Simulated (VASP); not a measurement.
AlP5, 6 atoms in the cell. Symmetry: F-43m, No. 216, cubic system. The conventional cell has a = 7.136 Å, b = 7.136 Å, c = 7.136 Å, α = 90.00°, β = 90.00°, γ = 90.00°. Within 3.9 Å of Al (site symmetry -43m) lie 16 P at 2.96 to 3.09 Å. P (site symmetry 3m) has 9 P at 2.52 to 2.96 Å and 3 Al at 2.96 Å within 3.3 Å. Within 3.9 Å of P (site symmetry -43m) lie 12 P at 2.96 Å and 4 Al at 3.09 Å. 

| Item | Value |
| --- | --- |
| Program | VASP 6.6.1 |
| Task | relaxation of cell and atoms |
| Functional | PBE |
| Potentials or basis | VASP PAW PBE potentials, release 64 (Al, P) |
| Cutoff | 600 eV |
| k mesh | 10 × 10 × 10 |
| Occupations | gaussian, width 0.1 eV |
| Spin | no spin polarisation |
| Dipole correction | no |
| Further INCAR settings | ALGO = Normal; EDIFF = 1e-07; IBRION = 2; EDIFFG = -0.01; NSW = 100; ISIF = 3 |

Potentials or basis: VASP PAW PBE potentials, release 64 (Al, P).

Command:

```sh
$ cat potpaw_PBE.64/Al/POTCAR potpaw_PBE.64/P/POTCAR > POTCAR
$ mpirun -np 1 vasp_std > vasp.out
```

Hardware: 1 thread of Intel Xeon 6975P-C, on a shared host.

Problem. How long does it take, and how much memory?

Solution. Wall time 8.4 min on 1 thread of Intel Xeon 6975P-C (shared host), peak memory 0.28 GiB. Counts: scf iterations 80, k points 47, ion steps 10.
